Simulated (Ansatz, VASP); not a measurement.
LiF: VASP beside Ansatz

INCAR

```
ALGO = Normal
EDIFF = 1E-6
ENCUT = 520
ISIF = 2
ISMEAR = -1
LASPH = T
LCHARG = F
LREAL = F
LWAVE = F
NBANDS = 12
NELM = 100
PREC = Accurate
SIGMA = 0.03
```

Contents of KPOINTS:

```
k-points
0
Gamma
  10 10 10
```

The input POSCAR:

```
LiF
1.0
    0.0000000000      1.9535800000      2.0140000000
    1.9535800000      0.0000000000      2.0140000000
    1.9535800000      1.9535800000      0.0000000000
Li F
1 1
Direct
    0.0000000000      0.0000000000      0.0000000000
    0.5000000000      0.5000000000      0.5000000000
```

Input for Ansatz:

```yaml
crystal:
  lattice:
    - [0.0, 1.95358, 2.014]
    - [1.95358, 0.0, 2.014]
    - [1.95358, 1.95358, 0.0]
  atoms:
    - { symbol: Li, position: [0.0, 0.0, 0.0] }
    - { symbol: F, position: [0.5, 0.5, 0.5] }
kpoints:
  mp_grid: { grid: [10, 10, 10] }
  band_path:
    path:
      - [0.0, 0.0, 0.0]
      - [0.0, 0.5, 0.5]
      - [0.25, 0.75, 0.5]
      - [0.0, 0.5, 0.0]
      - [0.0, 0.0, 0.0]
      - [0.5, 0.5, 0.0]
      - [0.3676125, 0.6323875, 0.0]
      - [-0.3676125, 0.3676125, 0.0]
      - [0.0, 0.0, 0.0]
    npoints: 5
scf:
  occupations: { method: fermi_dirac, width: 0.03 }
hamiltonian:
  xc: lda
  pseudopotentials: { kind: all_electron, lapw: { basis_error: 0.001 } }
output:
  forces: true
  stress: true
  eigenvalues: true
```

Change from the starting cell: equal xx and yy strain of -3 %.

Alike in both runs: task single point; functional LDA; k mesh 10 × 10 × 10; occupations fermi-dirac, width 0.03 eV; no spin polarisation.

|  | VASP | Ansatz |
| --- | --- | --- |
| version | VASP 6.6.1 | Ansatz 0.2.0 |
| potentials or method | VASP PAW LDA potentials, release 64 (Li_sv, F), cutoff 520 eV | all-electron LAPW, scalar-relativistic |

|  | VASP | Ansatz | Ansatz less VASP |
| --- | --- | --- | --- |
| gap on the k mesh at the Fermi level (eV) | 9.35 | 9.34 | -0.016 |

LDA's correlation is that of Perdew and Zunger in VASP and of Perdew and Wang (1992) in Ansatz. Ansatz ran all-electron here, and VASP with PAW potentials.

Noted on VASP's run: the cutoff is short for stress, so the pressure is rough.
